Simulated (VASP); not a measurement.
Set up this calculation in VASP 6.6.1, as the native input.

```yaml
Task: single point
Functional: PBE
Potentials_or_basis: VASP PAW PBE potentials, release 64 (Ti_sv, H)
Cutoff: 520 eV
k_mesh: 9 × 9 × 1
Occupations: gaussian, width 0.1 eV
Spin: no spin polarisation
Dipole_correction: yes
Further_INCAR_settings: ALGO = Normal; EDIFF = 1e-07; NBANDS = 40
```

The structure of Ti5H lies in POSCAR:

```
Ti5H
1.0
    2.9381632086      0.0000000000      0.0000000000
   -1.4690816043      2.5445239791      0.0000000000
    0.0000000000      0.0000000000     24.7117068140
Ti H
5 1
Direct
    0.6666666667      0.3333333333      0.1618666015
    0.3333333333      0.6666666667      0.2559609806
    0.6666666667      0.3333333333      0.3506708119
    0.3333333333      0.6666666667      0.4475655916
    0.6666666667      0.3333333333      0.5389028228
    1.3333333333      0.6666666667      0.5795402429
```

One way to write it, as run:

INCAR

```
SYSTEM = Ti5H
PREC = Accurate
ENCUT = 520
EDIFF = 1E-7
ISMEAR = 0
SIGMA = 0.1
LREAL = .FALSE.
LASPH = .TRUE.
NELM = 100
ALGO = Normal
ISIF = 2
LWAVE = .FALSE.
LCHARG = .TRUE.
LDIPOL = .TRUE.
IDIPOL = 3
DIPOL = 0.5 0.5 0.389
GGA = PE
LELF = .TRUE.
LVHAR = .TRUE.
LVACPOTAV = .TRUE.
NBANDS = 40
```

KPOINTS

```
regular mesh
0
G
  9 9 1
  0 0 0
```

Potentials or basis: VASP PAW PBE potentials, release 64 (Ti_sv, H).

Run with:

```bash
$ cat potpaw_PBE.64/Ti_sv/POTCAR potpaw_PBE.64/H/POTCAR > POTCAR
$ mpirun -np 1 vasp_std > vasp.out
```

Results of the run:

| Quantity | Value |
| --- | --- |
| Largest force | 0.555 eV/Å |
| Band gap on the k mesh | zero (an odd number of electrons rules out a gap without spin polarisation) |

Run time: 100 s on 1 thread of Intel(R) Xeon(R) 6975P-C (Granite Rapids) (shared host), peak memory 0.34 GiB.
